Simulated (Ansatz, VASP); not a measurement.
**NbAs in VASP and in Ansatz**

INCAR

```
SYSTEM = NbAs
PREC     = Accurate       ! precision mode
ENCUT    = 500            ! plane-wave cutoff, eV
EDIFF    = 1E-6           ! SCF threshold, eV
ISMEAR   = 0              ! smearing method
SIGMA    = 0.1            ! smearing width, eV
LREAL    = .FALSE.        ! projectors in reciprocal space
LASPH    = .TRUE.         ! aspherical terms in the spheres
NELM     = 200            ! most SCF steps
ALGO     = Normal         ! electronic algorithm
ISIF     = 2              ! what is computed and relaxed
LWAVE    = .FALSE.        ! write WAVECAR
LCHARG   = .FALSE.        ! write CHGCAR
ISPIN    = 2              ! spin polarisation
MAGMOM   = 1 -1 0 0       ! initial moments
LORBIT   = 11             ! projections on sites
LMAXMIX  = 4              ! l up to which the mixer works
GGA      = PE             ! functional
NBANDS   = 30             ! bands
GGA_COMPAT= .FALSE.
```

KPOINTS

```
Automatic mesh
0
G
  12 12 6
  0 0 0
```

The input POSCAR:

```
NbAs
1.0
    0.0000000000      2.9067815048      2.9067815048
    2.9067815048      0.0000000000      2.9067815048
    5.8135630096      5.8135630096      0.0000000000
Nb As
2 2
Direct
    1.0000000000      0.0000000000      0.0000000000
    1.0000000000      0.0000000000      0.5000000000
    0.2500000000      0.2500000000      0.1250000000
    0.2500000000      0.2500000000      0.6250000000
```

Input for Ansatz:

```yaml
crystal:
  lattice:
    - [0.0, 2.9067815048, 2.9067815048]
    - [2.9067815048, 0.0, 2.9067815048]
    - [5.8135630096, 5.8135630096, 0.0]
  atoms:
    - { symbol: Nb, position: [1.0, 0.0, 0.0], spin: 1.0 }
    - { symbol: As, position: [0.25, 0.25, 0.125] }
    - { symbol: Nb, position: [1.0, 0.0, 0.5], spin: -1.0 }
    - { symbol: As, position: [0.25, 0.25, 0.625] }
basis:
  ecutwfc: 420
kpoints:
  mp_grid: { grid: [12, 12, 6] }
hamiltonian:
  xc: pbe
scf:
  occupations: { method: gaussian, width: 0.1 }
  lower_state_search: "off"
output:
  forces: true
  stress: true
  eigenvalues: true
  populations: true
magnetization:
  spin_polarized: true
```

Alike in both runs: task single point; functional PBE; k mesh 12 × 12 × 6; occupations gaussian, width 0.1 eV; collinear spin.

|  | VASP | Ansatz |
| --- | --- | --- |
| version | VASP 6.6.1 | Ansatz 0.2.0 |
| potentials or method | VASP PAW PBE potentials, release 64 (Nb_sv, As), cutoff 500 eV | scalar-relativistic, plane waves, PAW |
| valence electrons in the cell | 36 | 56 |

Ansatz gave:

* gap on the k mesh at the Fermi level (eV): none
* pressure (GPa): 0.5
* net moment per atom (μB): 0.00
* size of the moment on the site where the two differ most (μB): 0.39

Question: Which values does VASP return?

Answer: gap on the k mesh at the Fermi level (eV): none; pressure (GPa): 0.6; net moment per atom (μB): 0.00; size of the moment on the site where the two differ most (μB): 0.46.

Site moments also hang on the region over which each program counts them. A gap of «none» marks a metal or a gap that the smearing closes. The functional is the same, so the differences come from potentials, cutoffs and numerics. VASP's potentials hold 36 valence electrons a cell and Ansatz's 56, so a difference there can come from the potentials and not from the codes.
